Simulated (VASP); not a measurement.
# HfH2 (I4/mmm) in VASP: notebook, part 2 of 2

VASP 6.6.1.

## Step 4: Single point, PBEsol (uniaxial strain along c: +3.0 %)

The input, INCAR:

```
SYSTEM = HfH2
PREC = Accurate
ENCUT = 520
EDIFF = 1E-6
ISMEAR = 0
SIGMA = 0.1
LREAL = .False.
LASPH = .True.
NELM = 80
ALGO = Normal
ISIF = 2
LWAVE = .False.
LCHARG = .False.
GGA = PS
NBANDS = 21
```

The input, KPOINTS:

```
Automatic mesh
0
Gamma
  10 10 8
  0 0 0
```

The input, POSCAR:

```
HfH2
1.0
    3.4382871361      0.0000000000      0.0000000000
    0.0000000000      3.4382871361      0.0000000000
    0.0000000000      0.0000000000      4.3648018036
Hf H
2 4
Direct
    0.0000000000      0.0000000000      0.0000000000
    0.5000000000      0.5000000000      0.5000000000
    0.0000000000      0.5000000000      0.2500000000
    0.5000000000      0.0000000000      0.2500000000
    0.5000000000      0.0000000000      0.7500000000
    0.0000000000      0.5000000000      0.7500000000
```

Potentials or basis: VASP PAW PBE potentials, release 64 (Hf_pv, H).

Launch:

```sh
$ cat potpaw_PBE.64/Hf_pv/POTCAR potpaw_PBE.64/H/POTCAR > POTCAR
$ mpirun -np 1 vasp_std > vasp.out
```

OUTCAR:

```text
SYSTEM = HfH2
   PREC = Accurate
   ENCUT = 520
   EDIFF = 1E-6
   ISMEAR = 0
   LREAL = .False.
   LASPH = .True.
   NELM = 80
   ISIF = 2
   GGA = PS

 ion  position               nearest neighbor table
   1  0.000  0.000  0.000-   3 2.04   4 2.04   5 2.04   6 2.04   3 2.04   6 2.04   4 2.04   5 2.04
                             2 3.27   2 3.27   2 3.27   2 3.27   2 3.27   2 3.27   2 3.27   2 3.27
   2  0.500  0.500  0.500-   3 2.04   4 2.04   5 2.04   6 2.04   4 2.04   5 2.04   3 2.04   6 2.04
                             1 3.27   1 3.27   1 3.27   1 3.27   1 3.27   1 3.27   1 3.27   1 3.27
   3  0.000  0.500  0.250-   1 2.04   2 2.04   1 2.04   2 2.04
   4  0.500  0.000  0.250-   1 2.04   2 2.04   2 2.04   1 2.04
   5  0.500  0.000  0.750-   1 2.04   2 2.04   2 2.04   1 2.04
[... 802 lines left out ...]
  Total       -0.4905369     -0.4905369     -1.3855612      0.0000000      0.0000000     -0.0000000
  in kB      -15.2311767    -15.2311767    -43.0216918      0.0000000      0.0000000     -0.0000000
  external PRESSURE =     -24.4946817 kB  Pullay stress =       0.0000000 kB

 VOLUME and BASIS-vectors are now :
 -----------------------------------------------------------------------------
  energy-cutoff  :      520.00
  volume of cell :       51.60
      direct lattice vectors                 reciprocal lattice vectors
     3.438287136  0.000000000  0.000000000     0.290842492  0.000000000  0.000000000
     0.000000000  3.438287136  0.000000000     0.000000000  0.290842492  0.000000000
     0.000000000  0.000000000  4.364801804     0.000000000  0.000000000  0.229105477

 POSITION                                       TOTAL-FORCE (eV/Angst)
 -----------------------------------------------------------------------------------
      0.00000      0.00000      0.00000        -0.000000     -0.000000     -0.000000
      1.71914      1.71914      2.18240         0.000000      0.000000      0.000000
      0.00000      1.71914      1.09120        -0.000000     -0.000000     -0.000000
      1.71914      0.00000      1.09120         0.000000     -0.000000     -0.000000
      1.71914      0.00000      3.27360        -0.000000     -0.000000     -0.000000
      0.00000      1.71914      3.27360        -0.000000     -0.000000     -0.000000
 -----------------------------------------------------------------------------------
    total drift:                                0.000000      0.000000      0.000000

  FREE ENERGIE OF THE ION-ELECTRON SYSTEM (eV)
  ---------------------------------------------------
  free  energy   TOTEN  =       -37.5652281676 eV

  energy  without entropy=      -37.5586915992  energy(sigma->0) =      -37.56195988
```

OSZICAR:

```text
N       E                     dE             d eps       ncg     rms          rms(c)
DAV:   1     0.592940545217E+02    0.59294E+02   -0.12740E+04  4426   0.108E+03
DAV:   2    -0.365562195067E+02   -0.95850E+02   -0.93059E+02  5157   0.259E+02
DAV:   3    -0.398001637690E+02   -0.32439E+01   -0.32175E+01  5929   0.336E+01
DAV:   4    -0.398239424369E+02   -0.23779E-01   -0.23751E-01  5414   0.315E+00
DAV:   5    -0.398241726433E+02   -0.23021E-03   -0.23020E-03  5662   0.280E-01    0.689E+01
DAV:   6    -0.379923214912E+02    0.18319E+01   -0.20098E+00  5030   0.749E+00    0.432E+01
DAV:   7    -0.376592894238E+02    0.33303E+00   -0.29059E+00  5233   0.873E+00    0.625E+00
DAV:   8    -0.375683178175E+02    0.90972E-01   -0.53532E-01  4891   0.400E+00    0.245E+00
DAV:   9    -0.375653926972E+02    0.29251E-02   -0.19037E-02  5204   0.874E-01    0.729E-01
DAV:  10    -0.375652909123E+02    0.10178E-03   -0.25840E-03  5293   0.286E-01    0.710E-01
DAV:  11    -0.375652275308E+02    0.63381E-04   -0.24460E-04  5229   0.922E-02    0.590E-02
DAV:  12    -0.375652280868E+02   -0.55598E-06   -0.11038E-05  5490   0.202E-02    0.473E-02
DAV:  13    -0.375652281676E+02   -0.80746E-07   -0.11390E-06  3774   0.668E-03
   1 F= -.37565228E+02 E0= -.37561960E+02  d E =-.653657E-02
```

It took 45 s on 1 thread of Intel Xeon Platinum 8559C (Emerald Rapids), shared host; peak memory 0.23 GiB.

What came out:

| Item | Value |
| --- | --- |
| Free energy | -37.5652 eV |
| Pressure | -2.4 GPa |
| Band gap on the k mesh | zero (band 12 reaches 5.85 eV, above the bottom of band 13 at 4.89 eV) |

Stress tensor (GPa, compression positive):
```
-1.52  0.00  0.00
 0.00 -1.52  0.00
 0.00  0.00 -4.30
```

Caveat: the cell differs from its parent crystal (uniaxial strain along c: +3.0 %); the PAW data sets were made with another functional, which shifts forces and pressure a little; spin-orbit coupling is left out, which moves the levels of the heavy elements.

## Step 5: Single point, PBEsol

This run uses another cell than the first one: it holds 3 atoms, not 6.

The input, INCAR:

```
ALGO = Normal
EDIFF = 1E-6
ENCUT = 520
GGA = PS
ISIF = 2
ISMEAR = 0
LASPH = T
LCHARG = T
LELF = T
LREAL = F
LVHAR = T
LWAVE = F
NBANDS = 13
NELM = 100
PREC = Accurate
SIGMA = 0.1
```

The input, KPOINTS:

```
k-points
0
Gamma
  16 16 16
```

The input, POSCAR:

```
HfH2
1.0
   -1.7321345774      1.7321345774      2.1188358270
    1.7321345774     -1.7321345774      2.1188358270
    1.7321345774      1.7321345774     -2.1188358270
Hf H
1 2
Direct
    0.0000000000      0.0000000000      0.0000000000
    0.7500000000      0.2500000000      0.5000000000
    0.2500000000      0.7500000000      0.5000000000
```

Potentials or basis: VASP PAW PBE potentials, release 64 (Hf_pv, H).

Launch:

```sh
$ cat potpaw_PBE.64/Hf_pv/POTCAR potpaw_PBE.64/H/POTCAR > POTCAR
$ mpirun -np 1 vasp_std > vasp.out
```

OUTCAR:

```text
EDIFF = 1E-6
   ENCUT = 520
   GGA = PS
   ISIF = 2
   ISMEAR = 0
   LASPH = T
   LREAL = F
   NELM = 100
   PREC = Accurate

 ion  position               nearest neighbor table
   1  0.000  0.000  0.000-   2 2.03   3 2.03   2 2.03   3 2.03   2 2.03   3 2.03   2 2.03   3 2.03

   2  0.750  0.250  0.500-   1 2.03   1 2.03   1 2.03   1 2.03
   3  0.250  0.750  0.500-   1 2.03   1 2.03   1 2.03   1 2.03

  LATTYP: Found a body centered tetragonal cell.
 ALAT       =     3.4642691548
 C/A-ratio  =     1.2232512731

  Lattice vectors:

 A1 = (  -1.7321345774,   1.7321345774,   2.1188358270)
 A2 = (   1.7321345774,  -1.7321345774,   2.1188358270)
 A3 = (   1.7321345774,   1.7321345774,  -2.1188358270)

Analysis of symmetry for initial positions (statically):
=====================================================================
 Subroutine PRICEL returns:
 Original cell was already a primitive cell.

 Routine SETGRP: Setting up the symmetry group for a
 body centered tetragonal supercell.

 Subroutine GETGRP returns: Found 16 space group operations
 (whereof 16 operations were pure point group operations)
 out of a pool of 16 trial point group operations.

The static configuration has the point symmetry D_4h.

Analysis of symmetry for dynamics (positions and initial velocities):
=====================================================================
 Subroutine PRICEL returns:
 Original cell was already a primitive cell.

 Routine SETGRP: Setting up the symmetry group for a
 body centered tetragonal supercell.

 Subroutine GETGRP returns: Found 16 space group operations
 (whereof 16 operations were pure point group operations)
 out of a pool of 16 trial point group operations.

The dynamic configuration has the point symmetry D_4h.

 Subroutine INISYM returns: Found 16 space group operations
 (whereof 16 operations are pure point group operations),
 and found     1 'primitive' translations

[... 121 lines left out ...]
   GGA     = PS    functional components
   LHFCALC =     F    Hartree Fock is set to
   AEXX    =    0.0000 exact exchange contribution
   IVDW    =     0    specifies the selected vdW correction
   LEPSILON=     F    determine dielectric tensor
   LRPA    =     F    only Hartree local field effects (RPA)
 non-spin polarized calculation
 Gauss-broadening in eV      SIGMA  =   0.10
  energy-cutoff  :      520.00
  volume of cell :       25.43
 maximum number of plane-waves:       720
   NGX = 11   NGY = 11   NGZ = 11

 number of electron      12.0000001 magnetization

 Free energy of the ion-electron system (eV)
  ---------------------------------------------------
  ext. energy  EPLUGINS =         0.00000000
  ---------------------------------------------------
  free energy    TOTEN  =       -18.79074909 eV

  energy without entropy =      -18.78816171  energy(sigma->0) =      -18.78945540

 E-fermi :   5.4752     XC(G=0): -11.6993

 val. band max:        5.4599320797   @ k =  -0.1250   0.1250   0.0000
 cond. band min:       5.4821710827   @ k =  -0.1875   0.4375   0.1875
 fundamental gap:      0.0222390030
 Fermi energy:         5.4752464141

 k-point     1 :       0.0000    0.0000    0.0000
  band No.  band energies     occupation
      1     -25.3345      2.00000
      2     -25.3345      2.00000
      3     -25.2705      2.00000
      4      -5.9958      2.00000
      5       4.3126      2.00000
      6       4.9749      2.00000
      7       4.9749      2.00000
      8       5.9374      0.00000
      9       7.2214      0.00000
     10       8.7830      0.00000
     11      17.3070      0.00000
     12      17.3070      0.00000
     13      17.3560      0.00000
[... 354 lines left out ...]
  band No.  band energies     occupation
      1     -25.3613      2.00000
      2     -25.3384      2.00000
      3     -25.2798      2.00000
      4      -5.8561      2.00000
      5       3.2710      2.00000
      6       5.0968      2.00000
      7       5.9972      0.00000
      8       6.1685      0.00000
      9       7.0835      0.00000
     10       8.6566      0.00000
     11      16.4372      0.00000
     12      17.4470      0.00000
     13      18.0451      0.00000

 [... further k-points ...]
[... 5 lines left out ...]
  --------------------------------------------------------------------------------------
  -------------------------------------------------------------------------------------
  Total       -0.1031975     -0.1031975     -0.0967317      0.0000000      0.0000000     -0.0000000
  in kB       -6.5021835     -6.5021835     -6.0947894      0.0000000      0.0000000     -0.0000000
  external PRESSURE =      -6.3663855 kB  Pullay stress =       0.0000000 kB

 VOLUME and BASIS-vectors are now :
 -----------------------------------------------------------------------------
  energy-cutoff  :      520.00
  volume of cell :       25.43
      direct lattice vectors                 reciprocal lattice vectors
    -1.732134577  1.732134577  2.118835827     0.000000000  0.288661174  0.235978641
     1.732134577 -1.732134577  2.118835827     0.288661174  0.000000000  0.235978641
     1.732134577  1.732134577 -2.118835827     0.288661174  0.288661174  0.000000000

 POSITION                                       TOTAL-FORCE (eV/Angst)
 -----------------------------------------------------------------------------------
      0.00000      0.00000      0.00000         0.000000      0.000000      0.000000
      0.00000      1.73213      1.05942        -0.000000     -0.000000      0.000000
      1.73213      0.00000      1.05942        -0.000000     -0.000000     -0.000000
 -----------------------------------------------------------------------------------
    total drift:                                0.000000      0.000000      0.000000

  FREE ENERGIE OF THE ION-ELECTRON SYSTEM (eV)
  ---------------------------------------------------
  free  energy   TOTEN  =       -18.7907490895 eV

  energy  without entropy=      -18.7881617085  energy(sigma->0) =      -18.78945540
```

stdout:

```text
POSCAR found type information on POSCAR HfH
 POSCAR found :  2 types and       3 ions
 scaLAPACK will be used
 -----------------------------------------------------------------------------
|                                                                             |
|                                                                             |
|     You enforced a specific xc type in the INCAR file but a different       |
|     I HOPE YOU KNOW WHAT YOU ARE DOING!                                     |
|                                                                             |
 -----------------------------------------------------------------------------

 LDA part: xc-table for (Slater+PW92), standard interpolation
 POSCAR, INCAR and KPOINTS ok, starting setup
 FFT: planning ... GRIDC
 FFT: planning ... GRID_SOFT
 FFT: planning ... GRID
 WAVECAR not read
 entering main loop
```

Wall time 27 s (1 thread of Intel Xeon 6975P-C (Granite Rapids), shared host); peak memory 0.24 GiB.

Results:

* Free energy: -18.7907 eV
* Pressure: -0.6 GPa
* Band gap on the k mesh: zero (band 6 reaches 6.17 eV, above the bottom of band 7 at 4.96 eV)

Caveat: the PAW data sets were made with another functional, which shifts forces and pressure a little; spin-orbit coupling is left out, which moves the levels of the heavy elements.

## Step 6: Overview

| cell | k mesh | gap on the mesh (eV) | pressure (GPa) |
| --- | --- | --- | --- |
| a = 3.447, b = 3.447, c = 4.322 Å, 6 atoms | 10 × 10 × 8 | none | -1.9 |
| a = 3.430, b = 3.430, c = 4.365 Å, 6 atoms | 10 × 10 × 8 | none | -1.7 |
| a = 3.438, b = 3.438, c = 4.365 Å, 6 atoms | 10 × 10 × 8 | none | -2.4 |
| a = 3.239 Å, angles 115.3, 115.3, 98.3°, 3 atoms | 16 × 16 × 16 | none | -0.6 |

Alike in all rows: task single point; level PBEsol; potentials or basis VASP PAW PBE potentials, release 64 (Hf_pv, H); no spin polarisation; cutoff (eV) 520; smearing gaussian 0.1 eV.

Caveats: the PAW data sets were made with another functional, which shifts forces and pressure a little; spin-orbit coupling is left out, which moves the levels of the heavy elements.

Total energies depend on the potentials used, so only differences within one code and one set of settings carry meaning.
